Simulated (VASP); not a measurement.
Set up this calculation in VASP 6.6.1, as the native input.

| Quantity | Value |
| --- | --- |
| Task | single point |
| Functional | r2SCAN |
| Potentials or basis | VASP PAW PBE potentials, release 64 (Ga_d, Sb) |
| Cutoff | 520 eV |
| k mesh | 10 × 10 × 10 |
| Occupations | gaussian, width 0.02 eV |
| Spin | no spin polarisation |
| Dipole correction | no |
| Further INCAR settings | ALGO = Normal; EDIFF = 1e-07; NBANDS = 16 |

GaSb:

```xyz
2
Lattice="0.0000 2.9713 2.9713 2.9713 0.0000 2.9713 2.9713 2.9713 0.0000" Properties=species:S:1:pos:R:3 pbc="T T T"
Ga    0.0000    0.0000    0.0000
Sb    1.4856    1.4856    1.4856
```

One way to write it, as run:

POSCAR

```
GaSb
1.0
    0.0000000000      2.9712576435      2.9712576435
    2.9712576435      0.0000000000      2.9712576435
    2.9712576435      2.9712576435      0.0000000000
Ga Sb
1 1
Direct
    0.0000000000      0.0000000000      0.0000000000
    0.2500000000      0.2500000000      0.2500000000
```

INCAR.step1

```
SYSTEM = GaSb
PREC = Accurate
ENCUT = 520
ISMEAR = 0
SIGMA = 0.02
LREAL = .FALSE.
LASPH = .TRUE.
NELM = 80
NBANDS = 16
GGA = PE
ALGO = Normal
EDIFF = 1E-4
LWAVE = .TRUE.
LCHARG = .FALSE.
```

INCAR.step2

```
SYSTEM = GaSb
PREC = Accurate
ENCUT = 520
EDIFF = 1E-7
ISMEAR = 0
SIGMA = 0.02
LREAL = .FALSE.
LASPH = .TRUE.
NELM = 80
ALGO = Normal
ISIF = 2
LWAVE = .FALSE.
LCHARG = .TRUE.
METAGGA = R2SCAN
LMIXTAU = .TRUE.
LELF = .TRUE.
LVHAR = .TRUE.
NBANDS = 16
ISTART = 1
```

KPOINTS

```
Automatic mesh
0
G
  10 10 10
  0 0 0
```

Potentials or basis: VASP PAW PBE potentials, release 64 (Ga_d, Sb).

Command:

```sh
$ cat potpaw_PBE.64/Ga_d/POTCAR potpaw_PBE.64/Sb/POTCAR > POTCAR
$ cp INCAR.step1 INCAR
$ mpirun -np 1 vasp_std > vasp.out
$ cp INCAR.step2 INCAR
$ mpirun -np 1 vasp_std > vasp.out
```

Results of the run:

- Pressure: 6.4 GPa
- Band gap on the k mesh: 0.90 eV (least direct gap 1.13 eV)

Caveat: the cell stands under pressure; the PAW data sets were made with another functional, which shifts forces and pressure a little; spin-orbit coupling is left out, which moves the levels of the heavy elements.

Run time: 110 s on 1 thread of AMD EPYC 7R13 Processor (Zen 3), with other jobs on the host, peak memory 0.18 GiB.
